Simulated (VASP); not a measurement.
# CoO (Fm-3m) in VASP: further runs, part 2 of 3

VASP 6.6.1.

**3. Single point, PBE, collinear spin, ferromagnetic start**

File INCAR:

```
SYSTEM = CoO
PREC = Accurate
ENCUT = 520
EDIFF = 1E-6
ISMEAR = -1
SIGMA = 0.05
LREAL = .False.
LASPH = .True.
NELM = 150
ALGO = Normal
ISIF = 2
LWAVE = .False.
LCHARG = .False.
ISPIN = 2
MAGMOM = 4 0
LORBIT = 11
NUPDOWN = 4.0
LMAXMIX = 4
GGA = PE
NBANDS = 18
```

File KPOINTS:

```
Automatic mesh
0
Gamma
  9 9 9
  0 0 0
```

File POSCAR:

```
CoO
1.0
    0.0000000000      2.1315000000      2.1315000000
    2.1315000000      0.0000000000      2.1315000000
    2.1315000000      2.1315000000      0.0000000000
Co O
1 1
Direct
    0.0000000000      0.0000000000      0.0000000000
    0.5000000000      0.5000000000      0.5000000000
```

Potentials or basis: VASP PAW PBE potentials, release 64 (Co, O).

Command:

```console
$ cat potpaw_PBE.64/Co/POTCAR potpaw_PBE.64/O/POTCAR > POTCAR
$ mpirun -np 1 vasp_std > vasp.out
```

OUTCAR:

```text
SYSTEM = CoO
   PREC = Accurate
   ENCUT = 520
   EDIFF = 1E-6
   ISMEAR = -1
   LREAL = .False.
   LASPH = .True.
   NELM = 150
   ISIF = 2
   ISPIN = 2
   LORBIT = 11
   NUPDOWN = 4.0
   GGA = PE

 ion  position               nearest neighbor table
   1  0.000  0.000  0.000-   2 2.13   2 2.13   2 2.13   2 2.13   2 2.13   2 2.13
   2  0.500  0.500  0.500-   1 2.13   1 2.13   1 2.13   1 2.13   1 2.13   1 2.13

  LATTYP: Found a face centered cubic cell.
 ALAT       =     4.2630000000

  Lattice vectors:

 A1 = (   0.0000000000,   2.1315000000,   2.1315000000)
 A2 = (   2.1315000000,   0.0000000000,   2.1315000000)
 A3 = (   2.1315000000,   2.1315000000,   0.0000000000)

Analysis of symmetry for initial positions (statically):
[... 25 lines left out ...]
The dynamic configuration has the point symmetry O_h .

Analysis of structural, dynamic, and magnetic symmetry:
=====================================================================
 Subroutine PRICEL returns:
[... 7 lines left out ...]
 out of a pool of 48 trial point group operations.

The overall configuration has the point symmetry O_h .

[... 660 lines left out ...]
 spin component 2

 k-point     1 :       0.0000    0.0000    0.0000
  band No.  band energies     occupation
      1     -11.4118      1.00000
      2       5.7339      1.00000
      3       5.7339      1.00000
      4       5.7339      1.00000
      5       6.0834      1.00000
      6       6.0834      1.00000
[... 493 lines left out ...]
     17      39.6252      0.00000
     18      39.6252      0.00000

 [... further k-points ...]
[... 5 lines left out ...]
  --------------------------------------------------------------------------------------
  -------------------------------------------------------------------------------------
  Total        2.5914897      2.5914897      2.5914897      0.0000000      0.0000000     -0.0000000
  in kB      214.3749619    214.3749619    214.3749619      0.0000000      0.0000000     -0.0000000
  external PRESSURE =     214.3749619 kB  Pullay stress =       0.0000000 kB

 VOLUME and BASIS-vectors are now :
 -----------------------------------------------------------------------------
  energy-cutoff  :      520.00
  volume of cell :       19.37
      direct lattice vectors                 reciprocal lattice vectors
     0.000000000  2.131500000  2.131500000    -0.234576589  0.234576589  0.234576589
     2.131500000  0.000000000  2.131500000     0.234576589 -0.234576589  0.234576589
     2.131500000  2.131500000  0.000000000     0.234576589  0.234576589 -0.234576589

 POSITION                                       TOTAL-FORCE (eV/Angst)
 -----------------------------------------------------------------------------------
      0.00000      0.00000      0.00000         0.000000     -0.000000      0.000000
      2.13150      2.13150      2.13150        -0.000000      0.000000     -0.000000
 -----------------------------------------------------------------------------------
    total drift:                                0.000000     -0.000000     -0.000000

  FREE ENERGIE OF THE ION-ELECTRON SYSTEM (eV)
  ---------------------------------------------------
  free  energy   TOTEN  =       -10.4509631998 eV

  energy  without entropy=      -10.4205995098  energy(sigma->0) =      -10.43578135

 total charge

# of ion       s       p       d       tot
------------------------------------------
    1        0.394   0.412   6.892   7.698
    2        1.603   3.359   0.000   4.963
--------------------------------------------------
tot          1.997   3.771   6.892  12.661

 magnetization (x)

# of ion       s       p       d       tot
------------------------------------------
    1        0.130   0.082   2.866   3.077
    2        0.085   0.568   0.000   0.654
--------------------------------------------------
tot          0.215   0.650   2.866   3.731
```

OSZICAR:

```text
N       E                     dE             d eps       ncg     rms          rms(c)
DAV:   1     0.827941498576E+02    0.82794E+02   -0.69234E+03  2616   0.981E+02
DAV:   2    -0.102697198938E+02   -0.93064E+02   -0.84092E+02  2666   0.228E+02
DAV:   3    -0.151107283351E+02   -0.48410E+01   -0.47569E+01  2998   0.552E+01
DAV:   4    -0.151597206929E+02   -0.48992E-01   -0.48953E-01  3094   0.531E+00
DAV:   5    -0.151607899695E+02   -0.10693E-02   -0.10692E-02  3102   0.778E-01    0.170E+01
DAV:   6    -0.123817873940E+02    0.27790E+01   -0.36338E+01  3124   0.768E+01    0.267E+01
DAV:   7    -0.105492647468E+02    0.18325E+01   -0.17676E+01  3196   0.545E+01    0.100E+01
DAV:   8    -0.105079806084E+02    0.41284E-01   -0.40919E-01  3218   0.916E+00    0.512E+00
DAV:   9    -0.104654036897E+02    0.42577E-01   -0.42278E-01  3514   0.120E+01    0.254E+00
DAV:  10    -0.104585046544E+02    0.68990E-02   -0.50392E-02  3474   0.451E+00    0.910E-01
DAV:  11    -0.104507627041E+02    0.77420E-02   -0.44759E-02  3516   0.349E+00    0.157E-01
DAV:  12    -0.104509938039E+02   -0.23110E-03   -0.42263E-03  2904   0.547E-01    0.695E-02
DAV:  13    -0.104509611336E+02    0.32670E-04   -0.34904E-04  3740   0.219E-01    0.358E-02
DAV:  14    -0.104509625136E+02   -0.13800E-05   -0.81201E-05  3570   0.164E-01    0.224E-02
DAV:  15    -0.104509631998E+02   -0.68624E-06   -0.44616E-06  2954   0.243E-02
   1 F= -.10450963E+02 E0= -.10435781E+02  d E =-.303637E-01  mag=     4.0000
```

Run time: 78 s. Hardware: 1 thread of AMD EPYC 7R13, shared host; peak memory 0.13 GiB.

What came out:

```yaml
Free_energy: -10.4510 eV
Pressure: 21.4 GPa
Net_moment: 4.00 μB per cell
Site_moments: Co +3.08; O +0.65 μB
Valence_electrons_inside_the_program's_atomic_spheres: Co 7.70; O 4.96
```

Caveat: the total moment is fixed, so each spin has its own Fermi level; a cell with one magnetic atom can't hold antiferromagnetic order, which such compounds often take.

**4. Single point, LDA, collinear spin, ferromagnetic start (volume scaled by 0.96)**

File INCAR:

```
SYSTEM = CoO
ALGO     = Normal         ! electronic algorithm
EDIFF    = 1E-6           ! SCF threshold, eV
ENCUT    = 520            ! plane-wave cutoff, eV
GGA      = CA             ! functional
ISIF     = 2              ! what is computed and relaxed
ISMEAR   = -1             ! smearing method
ISPIN    = 2              ! spin polarisation
LASPH    = .TRUE.         ! aspherical terms in the spheres
LCHARG   = .TRUE.         ! write CHGCAR
LELF     = .TRUE.         ! ELF
LMAXMIX  = 4              ! l up to which the mixer works
LORBIT   = 11             ! projections on sites
LREAL    = .FALSE.        ! projectors in reciprocal space
LVHAR    = .TRUE.       
LWAVE    = .FALSE.        ! write WAVECAR
MAGMOM   = 2 0            ! initial moments
NBANDS   = 18             ! bands
NELM     = 150            ! most SCF steps
PREC     = Accurate       ! precision mode
SIGMA    = 0.05           ! smearing width, eV
```

File KPOINTS:

```
k-points
0
G
  11 11 11
  0 0 0
```

File POSCAR:

```
CoO
1.0
    0.0000000000      2.1026924146      2.1026924146
    2.1026924146      0.0000000000      2.1026924146
    2.1026924146      2.1026924146      0.0000000000
Co O
1 1
Direct
    0.0000000000      0.0000000000      0.0000000000
    0.5000000000      0.5000000000      0.5000000000
```

Potentials or basis: VASP PAW LDA potentials, release 64 (Co, O).

Command:

```console
$ cat potpaw_LDA.64/Co/POTCAR potpaw_LDA.64/O/POTCAR > POTCAR
$ mpirun -np 1 vasp_std > vasp.out
```

OUTCAR:

```text
SYSTEM = CoO
   EDIFF = 1E-6
   ENCUT = 520
   GGA = CA
   ISIF = 2
   ISMEAR = -1
   ISPIN = 2
   LASPH = .TRUE.
   LORBIT = 11
   LREAL = .FALSE.
   NELM = 150
   PREC = Accurate

 ion  position               nearest neighbor table
   1  0.000  0.000  0.000-   2 2.10   2 2.10   2 2.10   2 2.10   2 2.10   2 2.10
   2  0.500  0.500  0.500-   1 2.10   1 2.10   1 2.10   1 2.10   1 2.10   1 2.10

  LATTYP: Found a face centered cubic cell.
 ALAT       =     4.2053848292

  Lattice vectors:

 A1 = (   0.0000000000,   2.1026924146,   2.1026924146)
 A2 = (   2.1026924146,   0.0000000000,   2.1026924146)
 A3 = (   2.1026924146,   2.1026924146,   0.0000000000)

Analysis of symmetry for initial positions (statically):
[... 25 lines left out ...]
The dynamic configuration has the point symmetry O_h .

Analysis of structural, dynamic, and magnetic symmetry:
=====================================================================
 Subroutine PRICEL returns:
[... 7 lines left out ...]
 out of a pool of 48 trial point group operations.

The overall configuration has the point symmetry O_h .

 Subroutine INISYM returns: Found 48 space group operations
[... 5 lines left out ...]
                                     Primitive cell

  volume of cell :      18.5933

  direct lattice vectors                    reciprocal lattice vectors
     0.000000000  2.102692415  2.102692415    -0.237790367  0.237790367  0.237790367
     2.102692415  0.000000000  2.102692415     0.237790367 -0.237790367  0.237790367
     2.102692415  2.102692415  0.000000000     0.237790367  0.237790367 -0.237790367

  length of vectors
     2.973656130  2.973656130  2.973656130     0.411864996  0.411864996  0.411864996

  position of ions in fractional coordinates (direct lattice)
     0.000000000  0.000000000  0.000000000
     0.500000000  0.500000000  0.500000000

  ion indices of the primitive-cell ions
   primitive index   ion index
                 1           1
                 2           2

----------------------------------------------------------------------------------------

 KPOINTS: k-points

Automatic generation of k-mesh.
 Grid dimensions read from file:
[... 100 lines left out ...]
 NGX is ok and might be reduce to    24
   NGX = 11   NGY = 11   NGZ = 11

 number of electron      14.9999999 magnetization       2.4392407

 Free energy of the ion-electron system (eV)
  ---------------------------------------------------
  ext. energy  EPLUGINS =         0.00000000
  ---------------------------------------------------
  free energy    TOTEN  =       -14.74503659 eV

  energy without entropy =      -14.70889561  energy(sigma->0) =      -14.72696610

 E-fermi :   8.1960     XC(G=0): -13.1095

 val. band max:        8.1957103262   @ k =   0.3636   0.1818   0.0000
 cond. band min:       8.1968868999   @ k =   0.3636   0.2727   0.0909
 fundamental gap:      0.0011765737
 Fermi energy:         8.1960158760

 spin component 1

 k-point     1 :       0.0000    0.0000    0.0000
  band No.  band energies     occupation
      1     -12.2685      1.00000
      2       4.6924      1.00000
      3       4.6924      1.00000
      4       4.6924      1.00000
      5       5.3332      1.00000
      6       5.3332      1.00000
[... 493 lines left out ...]
     17      36.4156      0.00000
     18      38.1825      0.00000

 [... further k-points ...]

 spin component 2

 k-point     1 :       0.0000    0.0000    0.0000
  band No.  band energies     occupation
      1     -11.8787      1.00000
      2       5.1266      1.00000
      3       5.1266      1.00000
      4       5.1266      1.00000
      5       6.9955      1.00000
      6       6.9955      1.00000
[... 493 lines left out ...]
     17      36.9260      0.00000
     18      38.6933      0.00000

 [... further k-points ...]
[... 5 lines left out ...]
  --------------------------------------------------------------------------------------
  -------------------------------------------------------------------------------------
  Total       -1.9922159     -1.9922159     -1.9922159      0.0000000      0.0000000     -0.0000000
  in kB     -171.6681587   -171.6681587   -171.6681587      0.0000000      0.0000000     -0.0000000
  external PRESSURE =    -171.6681587 kB  Pullay stress =       0.0000000 kB

 VOLUME and BASIS-vectors are now :
 -----------------------------------------------------------------------------
  energy-cutoff  :      520.00
  volume of cell :       18.59
      direct lattice vectors                 reciprocal lattice vectors
     0.000000000  2.102692415  2.102692415    -0.237790367  0.237790367  0.237790367
     2.102692415  0.000000000  2.102692415     0.237790367 -0.237790367  0.237790367
     2.102692415  2.102692415  0.000000000     0.237790367  0.237790367 -0.237790367

 POSITION                                       TOTAL-FORCE (eV/Angst)
 -----------------------------------------------------------------------------------
      0.00000      0.00000      0.00000         0.000000     -0.000000     -0.000000
      2.10269      2.10269      2.10269         0.000000      0.000000      0.000000
 -----------------------------------------------------------------------------------
    total drift:                                0.000000     -0.000000     -0.000000

  FREE ENERGIE OF THE ION-ELECTRON SYSTEM (eV)
  ---------------------------------------------------
  free  energy   TOTEN  =       -14.7450365902 eV

  energy  without entropy=      -14.7088956092  energy(sigma->0) =      -14.72696610

 total charge

# of ion       s       p       d       tot
------------------------------------------
    1        0.305   0.380   7.237   7.923
    2        1.548   3.387   0.000   4.935
--------------------------------------------------
tot          1.853   3.768   7.237  12.857

 magnetization (x)

# of ion       s       p       d       tot
------------------------------------------
    1        0.019   0.017   2.129   2.165
    2        0.028   0.197   0.000   0.225
--------------------------------------------------
tot          0.047   0.214   2.129   2.390
```

OSZICAR:

```text
N       E                     dE             d eps       ncg     rms          rms(c)
DAV:   1     0.755020156197E+02    0.75502E+02   -0.65074E+03  4192   0.974E+02
DAV:   2    -0.123230776621E+02   -0.87825E+02   -0.75866E+02  4252   0.224E+02
DAV:   3    -0.170642339886E+02   -0.47412E+01   -0.45985E+01  4760   0.551E+01
DAV:   4    -0.171130950257E+02   -0.48861E-01   -0.48814E-01  4914   0.530E+00
DAV:   5    -0.171141807589E+02   -0.10857E-02   -0.10855E-02  4986   0.793E-01    0.159E+01
DAV:   6    -0.162039184315E+02    0.91026E+00   -0.15164E+01  5144   0.593E+01    0.194E+01
DAV:   7    -0.148612219396E+02    0.13427E+01   -0.71411E+00  5004   0.473E+01    0.716E+00
DAV:   8    -0.147534398515E+02    0.10778E+00   -0.37683E-01  5516   0.865E+00    0.357E+00
DAV:   9    -0.147537699493E+02   -0.33010E-03   -0.64540E-02  6396   0.354E+00    0.119E+00
DAV:  10    -0.147453570748E+02    0.84129E-02   -0.20679E-02  5756   0.254E+00    0.298E-01
DAV:  11    -0.147451300008E+02    0.22707E-03   -0.38665E-03  5692   0.877E-01    0.144E-01
DAV:  12    -0.147450297801E+02    0.10022E-03   -0.38374E-04  5866   0.234E-01    0.538E-02
DAV:  13    -0.147450274772E+02    0.23028E-05   -0.26816E-05  5768   0.643E-02    0.564E-02
DAV:  14    -0.147450369023E+02   -0.94251E-05   -0.54258E-06  4972   0.464E-02    0.423E-02
DAV:  15    -0.147450366776E+02    0.22471E-06   -0.11002E-05  5520   0.528E-02    0.591E-03
DAV:  16    -0.147450365902E+02    0.87419E-07   -0.11968E-06  2592   0.906E-03
   1 F= -.14745037E+02 E0= -.14726966E+02  d E =-.361410E-01  mag=     2.4404
```

Wall time 25 s (1 thread of Intel Xeon Platinum 8488C (Sapphire Rapids), shared host); peak memory 0.15 GiB.

Results:

```yaml
Free_energy: -14.7450 eV
Pressure: -17.2 GPa
Net_moment: 2.44 μB per cell
Site_moments: Co +2.17; O +0.23 μB
Valence_electrons_inside_the_program's_atomic_spheres: Co 7.92; O 4.93
```

Caveat: a cell with one magnetic atom can't hold antiferromagnetic order, which such compounds often take; semilocal functionals often make such compounds metallic where correlation or magnetic order opens a gap, which also shifts bond lengths.

[end of part 2 of 3]
